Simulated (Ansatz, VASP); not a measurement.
## One calculation of Si2W, two programs

```
Si W
1.0
    -1.60690    1.60690    3.91495
     1.60690   -1.60690    3.91495
     1.60690    1.60690   -3.91495
Si W
2 1
Direct
  0.33470 0.33470 0.00000
  0.66530 0.66530 0.00000
  0.00000 0.00000 0.00000
```

Alike in both runs: task single point; functional PBEsol; k mesh 14 × 14 × 14; no spin polarisation.

|  | VASP | Ansatz |
| --- | --- | --- |
| version | VASP 6.6.1 | Ansatz 0.2.0 |
| potentials or method | VASP PAW PBE potentials, release 64 (Si, W_sv), cutoff 520 eV | plane waves, PAW |
| occupations | fermi-dirac, width 0.1 eV | fermi-dirac |
| valence electrons in the cell | 22 | 22 |

|  | VASP | Ansatz | Ansatz less VASP |
| --- | --- | --- | --- |
| pressure (GPa) | -1.6 | -1.9 | -0.30 |
| traceless stress, the component that is largest in VASP (GPa) | 0.35 | 0.39 | +0.041 |

VASP's potentials were made for PBE, not for PBEsol.

Spin-orbit coupling is off throughout.
